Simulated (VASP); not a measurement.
# BaF2 (Fm-3m) in VASP: electric field gradients with PBE

Aim: the electric field gradients of BaF2 with PBE.

Program: VASP 6.6.1. These are calculated values, not measurements. Logs are shortened: lines on timing, memory, paths and dates and some standing lists are left out, and cuts for length are marked.

## (1) The cell of the first run

Symmetry: Fm-3m, No. 225, cubic system. Conventional cell: a = 6.200 Å, b = 6.200 Å, c = 6.200 Å, α = 90.00°, β = 90.00°, γ = 90.00°. Within 3.5 Å of Ba (site symmetry m-3m) lie 8 F at 2.68 Å. Within 3.5 Å of F (site symmetry -43m) lie 4 Ba at 2.68 Å and 6 F at 3.10 Å.

## (2) Electric field gradients, PBE

Input file INCAR:

```
PREC = Accurate
ENCUT = 1010
EDIFF = 1E-8
ISMEAR = -1
SIGMA = 0.03
LREAL = F
LASPH = T
NELM = 120
ALGO = Normal
ISIF = 2
LWAVE = F
LCHARG = F
GGA = PE
LEFG = T
NBANDS = 19
GGA_COMPAT = F
```

Input file KPOINTS:

```
Automatic mesh
0
Gamma
  8 8 8
```

Input file POSCAR:

```
BaF2
1.0
    0.0000000000      3.1000500000      3.1000500000
    3.1000500000      0.0000000000      3.1000500000
    3.1000500000      3.1000500000      0.0000000000
Ba F
1 2
Direct
    0.0000000000      0.0000000000      0.0000000000
    0.2500000000      0.2500000000      0.2500000000
    0.7500000000      0.7500000000      0.7500000000
```

Potentials or basis: VASP PAW PBE potentials, release 64 (Ba_sv, F_h).

The run is started by

```sh
cat potpaw_PBE.64/Ba_sv/POTCAR potpaw_PBE.64/F_h/POTCAR > POTCAR
mpirun -np 1 vasp_std > vasp.out
```

OUTCAR:

```text
PREC = Accurate
   ENCUT = 1010
   EDIFF = 1E-8
   ISMEAR = -1
   LREAL = F
   LASPH = T
   NELM = 120
   ISIF = 2
   GGA = PE

 ion  position               nearest neighbor table
   1  0.000  0.000  0.000-   3 2.68   3 2.68   2 2.68   3 2.68   2 2.68   2 2.68   3 2.68   2 2.68

   2  0.250  0.250  0.250-   1 2.68   1 2.68   1 2.68   1 2.68
   3  0.750  0.750  0.750-   1 2.68   1 2.68   1 2.68   1 2.68

  LATTYP: Found a face centered cubic cell.
 ALAT       =     6.2001000000

  Lattice vectors:

 A1 = (   0.0000000000,   3.1000500000,   3.1000500000)
 A2 = (   3.1000500000,   0.0000000000,   3.1000500000)
 A3 = (   3.1000500000,   3.1000500000,   0.0000000000)

Analysis of symmetry for initial positions (statically):
=====================================================================
 Subroutine PRICEL returns:
 Original cell was already a primitive cell.

 Routine SETGRP: Setting up the symmetry group for a
 face centered cubic supercell.

 Subroutine GETGRP returns: Found 48 space group operations
 (whereof 48 operations were pure point group operations)
 out of a pool of 48 trial point group operations.

The static configuration has the point symmetry O_h .

Analysis of symmetry for dynamics (positions and initial velocities):
=====================================================================
 Subroutine PRICEL returns:
 Original cell was already a primitive cell.

 Routine SETGRP: Setting up the symmetry group for a
 face centered cubic supercell.

 Subroutine GETGRP returns: Found 48 space group operations
 (whereof 48 operations were pure point group operations)
 out of a pool of 48 trial point group operations.

The dynamic configuration has the point symmetry O_h .

 Subroutine INISYM returns: Found 48 space group operations
 (whereof 48 operations are pure point group operations),
 and found     1 'primitive' translations

----------------------------------------------------------------------------------------

                                     Primitive cell

  volume of cell :      59.5849

[... 129 lines left out ...]

 Free energy of the ion-electron system (eV)
  ---------------------------------------------------
  ext. energy  EPLUGINS =         0.00000000
  ---------------------------------------------------
  free energy    TOTEN  =       -17.12524350 eV

  energy without entropy =      -17.12524350  energy(sigma->0) =      -17.12524350

 E-fermi :  -1.0599     XC(G=0):  -8.6991

 val. band max:       -1.7820763228   @ k =  -0.2500   0.2500   0.0000
 cond. band min:       4.9877068595   @ k =   0.0000   0.0000   0.0000
 fundamental gap:      6.7697831823
 Fermi energy:        -1.0598649798

 k-point     1 :       0.0000    0.0000    0.0000
  band No.  band energies     occupation
      1     -24.8768      2.00000
      2     -20.7155      2.00000
      3     -20.6663      2.00000
      4      -9.7167      2.00000
      5      -9.7167      2.00000
      6      -9.7167      2.00000
[... 505 lines left out ...]
      6      -9.8534      2.00000
[... 11 lines left out ...]
     18      10.8069      0.00000
     19      12.1408      0.00000

 [... further k-points ...]

------------------------ aborting loop because EDIFF is reached ----------------------------------------

  FORCE on cell =-STRESS in cart. coord.  units (eV):
  Direction    XX          YY          ZZ          XY          YZ          ZX
  --------------------------------------------------------------------------------------
  -------------------------------------------------------------------------------------
  Total        0.9208441      0.9208441      0.9208441      0.0000000      0.0000000      0.0000000
  in kB       24.7605691     24.7605691     24.7605691      0.0000000      0.0000000      0.0000000
  external PRESSURE =      24.7605691 kB  Pullay stress =       0.0000000 kB

 VOLUME and BASIS-vectors are now :
 -----------------------------------------------------------------------------
  energy-cutoff  :     1010.00
  volume of cell :       59.58
      direct lattice vectors                 reciprocal lattice vectors
     0.000000000  3.100050000  3.100050000    -0.161287721  0.161287721  0.161287721
     3.100050000  0.000000000  3.100050000     0.161287721 -0.161287721  0.161287721
     3.100050000  3.100050000  0.000000000     0.161287721  0.161287721 -0.161287721

 POSITION                                       TOTAL-FORCE (eV/Angst)
 -----------------------------------------------------------------------------------
      0.00000      0.00000      0.00000         0.000000     -0.000000     -0.000000
      1.55002      1.55002      1.55002         0.000000      0.000000      0.000000
      4.65008      4.65008      4.65008        -0.000000     -0.000000     -0.000000
 -----------------------------------------------------------------------------------
    total drift:                               -0.000000     -0.000000      0.000000

  FREE ENERGIE OF THE ION-ELECTRON SYSTEM (eV)
  ---------------------------------------------------
  free  energy   TOTEN  =       -17.1252434988 eV

  energy  without entropy=      -17.1252434988  energy(sigma->0) =      -17.12524350

 Electric field gradients (V/A^2)
---------------------------------------------------------------------
 ion       V_xx      V_yy      V_zz      V_xy      V_xz      V_yz
---------------------------------------------------------------------
   1       0.000     0.000     0.000    -0.000    -0.000    -0.000
   2      -0.000    -0.000    -0.000    -0.005    -0.005    -0.005
   3      -0.000    -0.000    -0.000    -0.005    -0.005    -0.005
---------------------------------------------------------------------

 Electric field gradients after diagonalization (V/A^2)
 (convention: |V_zz| > |V_xx| > |V_yy|)
----------------------------------------------------------------------
 ion       V_xx      V_yy      V_zz     asymmetry (V_yy - V_xx)/ V_zz
----------------------------------------------------------------------
   1       0.000     0.000    -0.000       0.000
   2       0.005     0.005    -0.009       0.000
   3       0.005     0.005    -0.009       0.000
----------------------------------------------------------------------

           NMR quadrupolar parameters

 Cq : quadrupolar parameter    Cq=e*Q*V_zz/h
 eta: asymmetry parameters     (V_yy - V_xx)/ V_zz
 Q  : nuclear electric quadrupole moment in mb (millibarn)
----------------------------------------------------------------------
 ion       Cq(MHz)       eta       Q (mb)
----------------------------------------------------------------------
   1      -0.000       0.000       1.000
   2      -0.000       0.000       1.000
   3      -0.000       0.000       1.000
----------------------------------------------------------------------
```

OSZICAR:

```text
N       E                     dE             d eps       ncg     rms          rms(c)
DAV:   1     0.256334392926E+03    0.25633E+03   -0.18135E+04  1102   0.199E+03
DAV:   2     0.815752431729E+01   -0.24818E+03   -0.23706E+03  1550   0.331E+02
DAV:   3    -0.182944035821E+02   -0.26452E+02   -0.26239E+02  1254   0.114E+02
DAV:   4    -0.188655072745E+02   -0.57110E+00   -0.56990E+00  1537   0.177E+01
DAV:   5    -0.188750204850E+02   -0.95132E-02   -0.95113E-02  1297   0.189E+00    0.875E+00
DAV:   6    -0.171088925726E+02    0.17661E+01   -0.74179E+00  1222   0.216E+01    0.427E+00
DAV:   7    -0.170990829028E+02    0.98097E-02   -0.29233E-01  1194   0.474E+00    0.238E+00
DAV:   8    -0.171167533639E+02   -0.17670E-01   -0.80246E-02  1174   0.360E+00    0.376E-01
DAV:   9    -0.171221141023E+02   -0.53607E-02   -0.10165E-02  1236   0.805E-01    0.158E-01
DAV:  10    -0.171251860007E+02   -0.30719E-02   -0.31937E-03  1189   0.421E-01    0.323E-02
DAV:  11    -0.171252156920E+02   -0.29691E-04   -0.93185E-05  1362   0.796E-02    0.162E-02
DAV:  12    -0.171252426544E+02   -0.26962E-04   -0.33983E-05  1144   0.504E-02    0.354E-03
DAV:  13    -0.171252430377E+02   -0.38335E-06   -0.97197E-07  1339   0.803E-03    0.119E-03
DAV:  14    -0.171252434926E+02   -0.45490E-06   -0.46223E-07  1144   0.603E-03    0.558E-04
DAV:  15    -0.171252434988E+02   -0.61664E-08   -0.21783E-08  1347   0.129E-03
   1 F= -.17125243E+02 E0= -.17125243E+02  d E =-.805149E-11
```

stdout:

```text
POSCAR found type information on POSCAR BaF
 POSCAR found :  2 types and       3 ions
 scaLAPACK will be used
 LDA part: xc-table for (Slater+PW92), standard interpolation
 POSCAR, INCAR and KPOINTS ok, starting setup
 FFT: planning ... GRIDC
 FFT: planning ... GRID_SOFT
 FFT: planning ... GRID
 WAVECAR not read
 entering main loop
ion   1

ion   2

ion   3
```

It took 89 s on 1 thread of Intel Xeon Platinum 8259CL at 2.50GHz (Skylake/Cascade Lake), shared host; peak memory 0.35 GiB.

Results:

```yaml
Free_energy: -17.1252 eV
Pressure: 2.5 GPa
Band_gap_on_the_k_mesh: 6.77 eV (least direct gap 6.85 eV)
Largest_electric_field_gradient_by_atom: under 0.05 V/Å² on every atom
```

Levels at points of the mesh, in eV from the valence-band top:
```tsv
k point	band 8	band 9	band 10	band 11	band 12	band 13	band 14	band 15	band 16	band 17
(0.00, 0.00, 0.00)	-1.49	-1.49	-0.08	-0.08	-0.08	6.77	9.18	9.18	11.39	11.39
(0.50, 0.00, 0.00)	-1.09	-0.66	-0.35	-0.17	-0.17	9.11	9.18	9.18	9.79	11.58
(0.50, 0.50, 0.00)	-0.36	-0.36	-0.33	-0.33	-0.13	7.25	9.00	10.66	11.95	11.95
```

Caveat: spin-orbit coupling is left out, which moves the levels of the heavy elements. A k mesh can miss the band edges.
